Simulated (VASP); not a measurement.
Set up this calculation in VASP 6.6.1, as the native input.

```
Task                   : single point
Functional             : LDA
Potentials or basis    : VASP PAW LDA potentials, release 64 (O_h, H_h, Li_sv, Cl)
Cutoff                 : 1000 eV
k mesh                 : 1 × 1 × 1
Occupations            : fermi-dirac, width 0.002 eV
Spin                   : no spin polarisation
Dipole correction      : no
Further INCAR settings : LREAL = Auto; ALGO = Normal; EDIFF = 1e-06; NBANDS = 45
```

The structure of LiH12ClO6 lies in POSCAR:

```
LiH12ClO6
1.0
    5.6378390000      0.0000000000      0.0000000000
    0.0000000000      5.6378390000      0.0000000000
    0.0000000000      0.0000000000      5.6378390000
O H Li Cl
6 12 1 1
Direct
    0.7616570817      0.1818781984      0.5897117672
    0.1334908641      0.3920473784      0.8124034759
    0.4185646309      0.2180445380      0.1464745623
    1.0232644104      0.9039988549     -0.0392526285
    1.0126397721      0.3823628167      0.2469563249
    0.2060896028      0.7544557409      0.3830368338
    0.6317314134      0.2795929433      0.6526968933
    0.7104672553      0.0128772744      0.5857918256
    0.0232535906      0.2941375233      0.7060861440
    0.0470393000      0.3682971436      0.9650328787
    0.4902232930      0.0635349821      0.1427674682
    0.3665943635      0.2546543099     -0.0268187864
    1.0837840527      0.8789537977      0.1229017005
    0.8563742242      0.8480554340     -0.0508882925
    1.1629278523      0.2797703163      0.2476303421
    0.9161489003      0.3179764445      0.3811212062
    0.3733877466      0.7342707019      0.4211365383
    0.1400891370      0.5960262434      0.3386936023
    0.2104529768      0.7313440487      0.7417203648
    0.5957247094      0.6797285272      0.7686987869
```

These files were run (other wordings do the same):

INCAR

```
PREC = Accurate ; ENCUT = 1000
EDIFF = 1E-6 ; ISMEAR = -1
SIGMA = 0.002 ; LREAL = Auto
LASPH = T ; NELM = 120
ALGO = Normal ; ISIF = 2
LWAVE = F ; LCHARG = F
NBANDS = 45 ; GGA_COMPAT = F
```

KPOINTS

```
Automatic mesh
0
Gamma
  1 1 1
```

Potentials or basis: VASP PAW LDA potentials, release 64 (O_h, H_h, Li_sv, Cl).

Command:

```sh
$ cat potpaw_LDA.64/O_h/POTCAR potpaw_LDA.64/H_h/POTCAR potpaw_LDA.64/Li_sv/POTCAR potpaw_LDA.64/Cl/POTCAR > POTCAR
$ mpirun -np 1 vasp_gam > vasp.out
```

It gave:

The pressure is 0.7 GPa and the largest force is 1.672 eV/Å.

Caveat: the k points lie up to 1.11 Å⁻¹ apart, too coarse for converged energies, forces and pressures; the atoms stand as in a frame of molecular dynamics.

Wall time 21 s on 1 thread of Intel(R) Xeon(R) Platinum 8559C (Emerald Rapids) (shared host), peak memory 0.36 GiB.
